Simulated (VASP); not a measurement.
A run of VASP 6.6.1 is set up as follows.

Contents of INCAR:

```
PREC = Accurate
ENCUT = 600
EDIFF = 1E-6
ISMEAR = -1
SIGMA = 0.05
LREAL = F
LASPH = T
NELM = 80
ALGO = Normal
ISIF = 3
LWAVE = F
LCHARG = F
GGA = B5
ALDAX = 1.0
AGGAX = 1.0
AGGAC = 1.0
ALDAC = 0.0
IBRION = 2
NSW = 60
EDIFFG = -0.01
```

KPOINTS

```
regular mesh
0
Gamma
  7 7 7
```

Contents of POSCAR:

```
HgTe
1.0
    0.0000000000      3.1800000000      3.1800000000
    3.1800000000      0.0000000000      3.1800000000
    3.1800000000      3.1800000000      0.0000000000
Hg Te
1 1
Direct
    0.0000000000      0.0000000000      0.0000000000
    0.5000000000      0.5000000000      0.5000000000
```

Potentials or basis: VASP PAW PBE potentials, release 64 (Hg, Te).

Launch:

```sh
$ cat potpaw_PBE.64/Hg/POTCAR potpaw_PBE.64/Te/POTCAR > POTCAR
$ mpirun -np 1 vasp_std > vasp.out
```

Estimate the band gap on the k mesh.

zero (band 9 reaches 3.69 eV, above the bottom of band 10 at 1.80 eV).

Final structure:
```
Hg Te
1.0
     0.00000    3.18000    3.18000
     3.18000    0.00000    3.18000
     3.18000    3.18000    0.00000
Hg Te
1 1
Direct
  0.00000 0.00000 0.00000
  0.50000 0.50000 0.50000
```

Caveat: the relaxation stopped at its first step, so nothing moved; spin-orbit coupling is left out, which moves the levels of the heavy elements.
